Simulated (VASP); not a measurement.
# MgI2 in VASP: settings compared

Aim: see how the results for MgI2 move with the level of theory and the settings. Levels: PBE, HSE06. Tasks: single point.

Everything below comes from runs of VASP 6.6.1. Logs are shortened: lines on timing, memory, paths and dates and some standing lists are left out, and cuts for length are marked.

## Step 1: The cell of the first run

The structure is cubic, space group Fm-3m (No. 225). Conventional cell: a = 7.685 Å, b = 7.685 Å, c = 7.685 Å, α = 90.00°, β = 90.00°, γ = 90.00°. Mg (site symmetry m-3m) has 8 I at 3.33 Å within 4.4 Å. Within 4.4 Å of I (site symmetry -43m) lie 4 Mg at 3.33 Å and 6 I at 3.84 Å.

## Step 2: Single point, PBE (strain +2.3%)

The input, INCAR:

```
SYSTEM = MgI2
ALGO = Normal ; EDIFF = 1E-6
ENCUT = 520 ; GGA = PE
ISIF = 2 ; ISMEAR = -1
LASPH = .True. ; LCHARG = .False.
LREAL = .False. ; LWAVE = .False.
NBANDS = 15 ; NELM = 60
PREC = Accurate ; SIGMA = 0.02
```

The input, KPOINTS:

```
k-points
0
Gamma
  6 6 6
  0 0 0
```

The input, POSCAR:

```
MgI2
1.0
    0.0000000000      3.8424777327      3.8424777327
    3.8424777327      0.0000000000      3.8424777327
    3.8424777327      3.8424777327      0.0000000000
Mg I
1 2
Direct
    0.0000000000      0.0000000000      0.0000000000
    0.2500000000      0.2500000000      0.2500000000
    0.7500000000      0.7500000000      0.7500000000
```

Potentials or basis: VASP PAW PBE potentials, release 64 (Mg, I).

Command:

```
$ cat potpaw_PBE.64/Mg/POTCAR potpaw_PBE.64/I/POTCAR > POTCAR
$ mpirun -np 1 vasp_std > vasp.out
```

OUTCAR:

```text
SYSTEM = MgI2
   EDIFF = 1E-6
   ENCUT = 520
   GGA = PE
   ISIF = 2
   ISMEAR = -1
   LASPH = .True.
   LREAL = .False.
   NELM = 60
   PREC = Accurate

 ion  position               nearest neighbor table
   1  0.000  0.000  0.000-   3 3.33   3 3.33   3 3.33   2 3.33   2 3.33   2 3.33   3 3.33   2 3.33

   2  0.250  0.250  0.250-   1 3.33   1 3.33   1 3.33   1 3.33
   3  0.750  0.750  0.750-   1 3.33   1 3.33   1 3.33   1 3.33

  LATTYP: Found a face centered cubic cell.
 ALAT       =     7.6849554654

  Lattice vectors:

 A1 = (   0.0000000000,   3.8424777327,   3.8424777327)
 A2 = (   3.8424777327,   0.0000000000,   3.8424777327)
 A3 = (   3.8424777327,   3.8424777327,   0.0000000000)

Analysis of symmetry for initial positions (statically):
=====================================================================
 Subroutine PRICEL returns:
 Original cell was already a primitive cell.

 Routine SETGRP: Setting up the symmetry group for a
 face centered cubic supercell.

 Subroutine GETGRP returns: Found 48 space group operations
 (whereof 48 operations were pure point group operations)
 out of a pool of 48 trial point group operations.

The static configuration has the point symmetry O_h .

Analysis of symmetry for dynamics (positions and initial velocities):
=====================================================================
 Subroutine PRICEL returns:
 Original cell was already a primitive cell.

 Routine SETGRP: Setting up the symmetry group for a
 face centered cubic supercell.

 Subroutine GETGRP returns: Found 48 space group operations
 (whereof 48 operations were pure point group operations)
 out of a pool of 48 trial point group operations.

The dynamic configuration has the point symmetry O_h .

 Subroutine INISYM returns: Found 48 space group operations
 (whereof 48 operations are pure point group operations),
 and found     1 'primitive' translations

----------------------------------------------------------------------------------------

                                     Primitive cell

  volume of cell :     113.4656

  direct lattice vectors                    reciprocal lattice vectors
     0.000000000  3.842477733  3.842477733    -0.130124372  0.130124372  0.130124372
     3.842477733  0.000000000  3.842477733     0.130124372 -0.130124372  0.130124372
     3.842477733  3.842477733  0.000000000     0.130124372  0.130124372 -0.130124372

  length of vectors
     5.434084123  5.434084123  5.434084123     0.225382023  0.225382023  0.225382023

  position of ions in fractional coordinates (direct lattice)
     0.000000000  0.000000000  0.000000000
     0.250000000  0.250000000  0.250000000
     0.750000000  0.750000000  0.750000000

  ion indices of the primitive-cell ions
   primitive index   ion index
                 1           1
                 2           2
                 3           3

----------------------------------------------------------------------------------------

 KPOINTS: k-points

Automatic generation of k-mesh.
 Grid dimensions read from file:
 generate k-points for:    6    6    6

 Generating k-lattice:

  Cartesian coordinates                     Fractional coordinates (reciprocal lattice)
    -0.021687395  0.021687395  0.021687395     0.166666667  0.000000000  0.000000000
     0.021687395 -0.021687395  0.021687395     0.000000000  0.166666667  0.000000000
     0.021687395  0.021687395 -0.021687395     0.000000000  0.000000000  0.166666667

  Length of vectors
     0.037563670  0.037563670  0.037563670

  Shift w.r.t. Gamma in fractional coordinates (k-lattice)
     0.000000000  0.000000000  0.000000000

 Subroutine IBZKPT returns following result:
 ===========================================

 Found     16 irreducible k-points:

 Following reciprocal coordinates:
            Coordinates               Weight
  0.000000  0.000000  0.000000      1.000000
  0.166667  0.000000  0.000000      8.000000
  0.333333  0.000000  0.000000      8.000000
  0.500000  0.000000  0.000000      4.000000
  0.166667  0.166667  0.000000      6.000000
  0.333333  0.166667  0.000000     24.000000
[... 8 lines left out ...]
 -0.333333  0.333333  0.166667     24.000000
 -0.333333  0.500000  0.166667     12.000000
   k-points           NKPTS =     16   k-points in BZ     NKDIM =     16   number of bands    NBANDS=     15
   number of dos      NEDOS =    301   number of ions     NIONS =      3
   total plane-waves  NPLWV =  64000
   dimension x,y,z NGX =    40 NGY =   40 NGZ =   40
   dimension x,y,z NGXF=    80 NGYF=   80 NGZF=   80
   ions per type =               1   2
   NGX,Y,Z   is equivalent  to a cutoff of  12.24, 12.24, 12.24 a.u.
   NGXF,Y,Z  is equivalent  to a cutoff of  24.47, 24.47, 24.47 a.u.
 SYSTEM =  MgI2
   PREC   = accura    normal or accurate (medium, high low for compatibility)
   ISTART =      0    job   : 0-new  1-cont  2-samecut
   ICHARG =      2    charge: 1-file 2-atom 10-const
   ISPIN  =      1    spin polarized calculation?
   LNONCOLLINEAR =      F non collinear calculations
   LSORBIT =      F    spin-orbit coupling
   LASPH  =      T    aspherical Exc in radial PAW
   ENCUT  =  520.0 eV  38.22 Ry    6.18 a.u.  10.10 10.10 10.10*2*pi/ulx,y,z
   NELM   =     60;   NELMIN=  2; NELMDL= -5     # of ELM steps
   EDIFF  = 0.1E-05   stopping-criterion for ELM
   LREAL  =      F    real-space projection
   EDIFFG = 0.1E-04   stopping-criterion for IOM
   NSW    =      0    number of steps for IOM
   IBRION =     -1    ionic relax: 0-MD 1-quasi-New 2-CG
   NFREE  =      0    steps in history (QN), initial steepest desc. (CG)
   ISIF   =      2    stress and relaxation
   ISYM   =      2    0-nonsym 1-usesym 2-fastsym
   POTIM  = 0.5000    time-step for ionic-motion
   TEBEG  =    0.0;   TEEND  =   0.0 temperature during run
   PSTRESS=    0.0 pullay stress
   NELECT =      16.0000    total number of electrons
   NUPDOWN=      -1.0000    fix difference up-down
   EMIN   =  10.00;   EMAX   =-10.00  energy-range for DOS
   EFERMI =   0.00;   METHOD = LEGACY
   ISMEAR =    -1;   SIGMA  =   0.02  broadening in eV -4-tet -1-fermi 0-gaus
   EFERMI_NEDOS =   21; number of points for ismear=-14 and -15
   IALGO  =     38    algorithm
   IMIX   =      4    mixing-type and parameters
     AMIX     =   0.40;   BMIX     =  1.00
     AMIX_MAG =   1.60;   BMIX_MAG =  1.00
  volume/ion in A,a.u.               =      37.82       255.23
  Fermi-wavevector in a.u.,A,eV,Ry     =   0.852106  1.610246  9.878974  0.726084
  Thomas-Fermi vector in A             =   1.968342
   LORBIT       =      0    0 simple, 1 ext, 2 COOP (PROOUT), +10 PAW based schemes
   GGA     = PE    functional components
   LHFCALC =     F    Hartree Fock is set to
   AEXX    =    0.0000 exact exchange contribution
   IVDW    =     0    specifies the selected vdW correction
   LEPSILON=     F    determine dielectric tensor
   LRPA    =     F    only Hartree local field effects (RPA)
 non-spin polarized calculation
  energy-cutoff  :      520.00
  volume of cell :      113.47
 maximum number of plane-waves:      3119
   NGX = 21   NGY = 21   NGZ = 21

 number of electron      15.9999999 magnetization

 Free energy of the ion-electron system (eV)
  ---------------------------------------------------
  ext. energy  EPLUGINS =         0.00000000
  ---------------------------------------------------
  free energy    TOTEN  =        -6.36665451 eV

  energy without entropy =       -6.36665443  energy(sigma->0) =       -6.36665447

 E-fermi :   2.8038     XC(G=0):  -7.8520

 val. band max:        2.5626218685   @ k =   0.5000   0.5000   0.0000
 cond. band min:       3.0226254795   @ k =   0.0000   0.0000   0.0000
 fundamental gap:      0.4600036110
 Fermi energy:         2.8038157882

 k-point     1 :       0.0000    0.0000    0.0000
  band No.  band energies     occupation
      1      -9.9951      2.00000
      2      -8.6900      2.00000
      3      -0.0729      2.00000
      4      -0.0729      2.00000
      5      -0.0729      2.00000
      6       1.5905      2.00000
      7       1.5905      2.00000
      8       1.5905      2.00000
      9       3.0226      0.00004
     10       5.8590      0.00000
     11       5.8590      0.00000
     12       5.8590      0.00000
     13       7.9656      0.00000
     14       7.9656      0.00000
     15       9.1940      0.00000

 k-point     2 :       0.1667    0.0000    0.0000
  band No.  band energies     occupation
      1      -9.9103      2.00000
      2      -8.7795      2.00000
      3      -0.1388      2.00000
      4      -0.0270      2.00000
      5      -0.0270      2.00000
      6       0.9429      2.00000
      7       1.3790      2.00000
      8       1.3790      2.00000
      9       3.8689      0.00000
     10       6.0857      0.00000
     11       6.1399      0.00000
     12       6.1399      0.00000
     13       8.4539      0.00000
     14       8.4539      0.00000
     15       9.8839      0.00000

 k-point     3 :       0.3333    0.0000    0.0000
  band No.  band energies     occupation
      1      -9.6761      2.00000
      2      -9.0226      2.00000
      3      -0.3851      2.00000
      4       0.1292      2.00000
      5       0.1292      2.00000
      6       0.4123      2.00000
      7       0.9257      2.00000
      8       0.9257      2.00000
      9       4.7221      0.00000
     10       6.9176      0.00000
     11       6.9176      0.00000
     12       7.2622      0.00000
     13       9.4458      0.00000
     14       9.4458      0.00000
     15      10.0736      0.00000
[... 199 lines left out ...]
 k-point    15 :      -0.3333    0.3333    0.1667
  band No.  band energies     occupation
      1      -9.3256      2.00000
      2      -9.3229      2.00000
      3      -1.4692      2.00000
      4      -0.8866      2.00000
      5       0.3584      2.00000
      6       0.3770      2.00000
      7       1.9549      2.00000
      8       2.0908      2.00000
      9       4.5648      0.00000
     10       7.1279      0.00000
     11       7.8147      0.00000
     12       8.0479      0.00000
     13       9.0453      0.00000
     14      10.0468      0.00000
     15      10.6970      0.00000

 k-point    16 :      -0.3333    0.5000    0.1667
  band No.  band energies     occupation
      1      -9.4182      2.00000
      2      -9.2056      2.00000
      3      -1.7085      2.00000
      4      -0.9932      2.00000
      5      -0.2336      2.00000
      6       1.1409      2.00000
      7       2.2191      2.00000
      8       2.4576      2.00000
      9       4.2247      0.00000
     10       7.2998      0.00000
     11       7.3513      0.00000
     12       8.3111      0.00000
     13       9.8375      0.00000
     14      10.1143      0.00000
     15      10.3425      0.00000

------------------------ aborting loop because EDIFF is reached ----------------------------------------

  FORCE on cell =-STRESS in cart. coord.  units (eV):
  Direction    XX          YY          ZZ          XY          YZ          ZX
  --------------------------------------------------------------------------------------
  -------------------------------------------------------------------------------------
  Total       -1.1052237     -1.1052237     -1.1052237      0.0000000      0.0000000     -0.0000000
  in kB      -15.6061834    -15.6061834    -15.6061834      0.0000000      0.0000000     -0.0000000
  external PRESSURE =     -15.6061834 kB  Pullay stress =       0.0000000 kB

 VOLUME and BASIS-vectors are now :
 -----------------------------------------------------------------------------
  energy-cutoff  :      520.00
  volume of cell :      113.47
      direct lattice vectors                 reciprocal lattice vectors
     0.000000000  3.842477733  3.842477733    -0.130124372  0.130124372  0.130124372
     3.842477733  0.000000000  3.842477733     0.130124372 -0.130124372  0.130124372
     3.842477733  3.842477733  0.000000000     0.130124372  0.130124372 -0.130124372

 POSITION                                       TOTAL-FORCE (eV/Angst)
 -----------------------------------------------------------------------------------
      0.00000      0.00000      0.00000         0.000000     -0.000000      0.000000
      1.92124      1.92124      1.92124         0.000000      0.000000     -0.000000
      5.76372      5.76372      5.76372        -0.000000     -0.000000     -0.000000
 -----------------------------------------------------------------------------------
    total drift:                                0.000000     -0.000000      0.000000

  FREE ENERGIE OF THE ION-ELECTRON SYSTEM (eV)
  ---------------------------------------------------
  free  energy   TOTEN  =        -6.3666545081 eV

  energy  without entropy=       -6.3666544256  energy(sigma->0) =       -6.36665447
```

It took 63 s on 1 thread of Oxide Virtual Turin-like, shared host; peak memory 0.21 GiB.

What came out:

```
Free energy            : -6.3667 eV
Pressure               : -1.6 GPa
Band gap on the k mesh : 0.46 eV (least direct gap 1.19 eV)
```

Caveat: the cell differs from its parent crystal (strain +2.3%); the structure was generated, so it needn't be the stable form of MgI2; semilocal functionals underestimate gaps, and a narrow one can read as zero; spin-orbit coupling is left out, which moves the levels of the heavy elements.

## Step 3: Single point, PBE (biaxial xy strain -2.7%)

The input, INCAR:

```
PREC = Accurate ; ENCUT = 520
EDIFF = 1E-6 ; ISMEAR = -1
SIGMA = 0.02 ; LREAL = False
LASPH = True ; NELM = 60
ALGO = Normal ; ISIF = 2
LWAVE = False ; LCHARG = False
GGA = PE ; NBANDS = 15
```

The input, KPOINTS:

```
regular mesh
0
Gamma
  6 6 6
```

The input, POSCAR:

```
MgI2
1.0
    0.0000000000      3.6539405592      3.7557205871
    3.6539405592      0.0000000000      3.7557205871
    3.6539405592      3.6539405592      0.0000000000
Mg I
1 2
Direct
    0.0000000000      0.0000000000      0.0000000000
    0.2500000000      0.2500000000      0.2500000000
    0.7500000000      0.7500000000      0.7500000000
```

Potentials or basis: VASP PAW PBE potentials, release 64 (Mg, I).

Command:

```
$ cat potpaw_PBE.64/Mg/POTCAR potpaw_PBE.64/I/POTCAR > POTCAR
$ mpirun -np 1 vasp_std > vasp.out
```

It took 88 s on 1 thread of Oxide Virtual Turin-like, shared host; peak memory 0.22 GiB.

Results (log left out):

| Quantity | Value |
| --- | --- |
| Free energy | -6.3498 eV |
| Pressure | 2.0 GPa |
| Band gap on the k mesh | 0.59 eV (least direct gap 0.78 eV) |

Stress tensor (GPa, compression positive):
```
2.95 0.00 0.00
0.00 2.95 0.00
0.00 0.00 0.25
```

Levels at points of the mesh, in eV from the valence-band top:
```csv
k point,band 6,band 7,band 8,band 9,band 10,band 11
"(0.00, 0.00, 0.00)",-1.55,-1.19,-1.19,0.59,2.84,2.86
"(0.50, 0.00, 0.00)",-2.81,-2.59,-2.57,2.70,4.92,5.02
"(0.50, 0.50, 0.00)",-0.59,-0.59,-0.24,0.94,4.13,6.39
"(0.50, 0.00, 0.50)",-0.84,-0.50,0.00,0.78,4.01,6.23
```

Caveat: the cell differs from its parent crystal (biaxial xy strain -2.7%); the structure was generated, so it needn't be the stable form of MgI2; semilocal functionals underestimate gaps, and a narrow one can read as zero; spin-orbit coupling is left out, which moves the levels of the heavy elements. A k mesh can miss the band edges.

## Step 4: Single point, PBE (uniaxial z strain -2.1%)

The input, INCAR:

```
SYSTEM = MgI2
ALGO     = Normal         ! electronic algorithm
EDIFF    = 1E-6           ! SCF threshold, eV
ENCUT    = 520            ! plane-wave cutoff, eV
GGA      = PE             ! functional
ISIF     = 2              ! what is computed and relaxed
ISMEAR   = -1             ! smearing method
LASPH    = .TRUE.         ! aspherical terms in the spheres
LCHARG   = .TRUE.         ! write CHGCAR
LELF     = .TRUE.         ! ELF
LREAL    = .FALSE.        ! projectors in reciprocal space
LVHAR    = .TRUE.       
LWAVE    = .FALSE.        ! write WAVECAR
NBANDS   = 15             ! bands
NELM     = 80             ! most SCF steps
PREC     = Accurate       ! precision mode
SIGMA    = 0.02           ! smearing width, eV
```

The input, KPOINTS:

```
k-points
0
G
  6 6 6
  0 0 0
```

The input, POSCAR:

```
MgI2
1.0
    0.0000000000      3.7557205871      3.6772260268
    3.7557205871      0.0000000000      3.6772260268
    3.7557205871      3.7557205871      0.0000000000
Mg I
1 2
Direct
    0.0000000000      0.0000000000      0.0000000000
    0.2500000000      0.2500000000      0.2500000000
    0.7500000000      0.7500000000      0.7500000000
```

Command:

```
$ cat potpaw_PBE.64/Mg/POTCAR potpaw_PBE.64/I/POTCAR > POTCAR
$ mpirun -np 1 vasp_std > vasp.out
```

It took 87 s on 1 thread of Oxide Virtual Turin-like, shared host; peak memory 0.22 GiB.

The run converged. Its results:

| Item | Value |
| --- | --- |
| Free energy | -6.3864 eV |
| Pressure | 0.8 GPa |
| Band gap on the k mesh | 0.49 eV (least direct gap 0.80 eV) |

Stress tensor (GPa, compression positive):
```
0.19 0.00 0.00
0.00 0.19 0.00
0.00 0.00 2.16
```

Levels at points of the mesh, in eV from the valence-band top:
```csv
k point,band 5,band 6,band 7,band 8,band 9,band 10,band 11,band 12
"(0.00, 0.00, 0.00)",-3.14,-1.37,-1.37,-1.10,0.49,2.92,2.92,2.93
"(0.50, 0.00, 0.00)",-2.74,-2.69,-2.48,-2.46,2.58,4.89,4.98,5.84
"(0.50, 0.50, 0.00)",-4.02,-0.68,-0.68,0.00,0.80,3.94,6.33,6.33
"(0.50, 0.00, 0.50)",-3.93,-0.75,-0.49,-0.18,0.92,4.00,6.20,6.38
```

Caveat: the cell differs from its parent crystal (uniaxial z strain -2.1%); the structure was generated, so it needn't be the stable form of MgI2; semilocal functionals underestimate gaps, and a narrow one can read as zero; spin-orbit coupling is left out, which moves the levels of the heavy elements.

## Step 5: Single point, HSE06 (strain +2.3%)

The input, POSCAR:

```
MgI2
1.0
    0.0000000000      3.8424777327      3.8424777327
    3.8424777327      0.0000000000      3.8424777327
    3.8424777327      3.8424777327      0.0000000000
Mg I
1 2
Direct
    0.0000000000      0.0000000000      0.0000000000
    0.2500000000      0.2500000000      0.2500000000
    0.7500000000      0.7500000000      0.7500000000
```

The input, INCAR.step1:

```
ALGO = Normal ; EDIFF = 1E-5
ENCUT = 520 ; GGA = PE
ISIF = 2 ; ISMEAR = 0
LASPH = True ; LCHARG = False
LREAL = False ; LWAVE = True
NBANDS = 15 ; NELM = 100
PREC = Accurate ; SIGMA = 0.01
```

The input, INCAR.step2:

```
ALGO = Normal ; EDIFF = 1E-6
ENCUT = 520 ; GGA = PE
HFSCREEN = 0.2079 ; ISIF = 2
ISMEAR = 0 ; ISTART = 1
LASPH = True ; LCHARG = False
LHFCALC = True ; LREAL = False
LWAVE = False ; NBANDS = 15
NELM = 100 ; PREC = Accurate
PRECFOCK = Normal ; SIGMA = 0.01
```

The input, KPOINTS:

```
k-points
0
Gamma
  4 4 4
```

Command:

```
$ cat potpaw_PBE.64/Mg/POTCAR potpaw_PBE.64/I/POTCAR > POTCAR
$ cp INCAR.step1 INCAR
$ mpirun -np 1 vasp_std > vasp.out
$ cp INCAR.step2 INCAR
$ mpirun -np 1 vasp_std > vasp.out
```

Wall time 26 min (1 thread of Oxide Virtual Turin-like, shared host); peak memory 0.33 GiB.

The run converged. Its results:

```
Free energy            : -7.7039 eV
Pressure               : -2.3 GPa
Band gap on the k mesh : 1.23 eV (least direct gap 1.94 eV)
```

Levels at points of the mesh, in eV from the valence-band top:
```
           k point  band 5  band 6  band 7  band 8  band 9  band 10  band 11  band 12
(0.00, 0.00, 0.00)   -2.87   -1.05   -1.05   -1.05    1.23     4.11     4.11     4.11
(0.50, 0.00, 0.00)   -2.40   -2.40   -2.15   -2.15    3.31     6.00     6.00     6.78
(0.50, 0.50, 0.00)   -3.64   -0.47   -0.47    0.00    1.94     4.89     7.33     7.33
```

Caveat: the cell differs from its parent crystal (strain +2.3%); the structure was generated, so it needn't be the stable form of MgI2; the PAW data sets were made with another functional, which shifts forces and pressure a little; spin-orbit coupling is left out, which moves the levels of the heavy elements.

(Part 1 of 2 ends here.)
